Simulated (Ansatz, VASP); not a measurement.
# GaP4: VASP beside Ansatz

```xyz
5
Lattice="4.3945 0.0000 0.0000 -2.1972 3.8057 0.0000 0.0000 0.0000 5.3985" Properties=species:S:1:pos:R:3 pbc="T T T"
Ga    0.0000    0.0000    2.6993
P     0.0000    2.5372    0.0000
P     2.1972    1.2686    0.0000
P     0.0000    2.5372    2.6993
P     2.1972    1.2686    2.6993
```

Alike in both runs: functional PBE; k mesh 6 × 6 × 2; occupations gaussian, width 0.1 eV; no spin polarisation.

Ansatz relaxed the structure, and its values are those at the end. VASP's run is a single point on that final structure, the one shown.

|  | VASP | Ansatz |
| --- | --- | --- |
| version | VASP 6.6.1 | Ansatz 0.2.0 |
| potentials or method | VASP PAW PBE potentials, release 64 (Ga_d, P), cutoff 520 eV | scalar-relativistic, plane waves, PAW |
| valence electrons in the cell | 33 | 33 |

```csv
,VASP,Ansatz,Ansatz less VASP
gap on the k mesh at the Fermi level (eV),none,none,-
pressure (GPa),0.2,0.2,+0.05
```

A gap of «none» marks a metal or a gap that the smearing closes.

The k mesh is coarse, so the values compare programs but aren't converged.
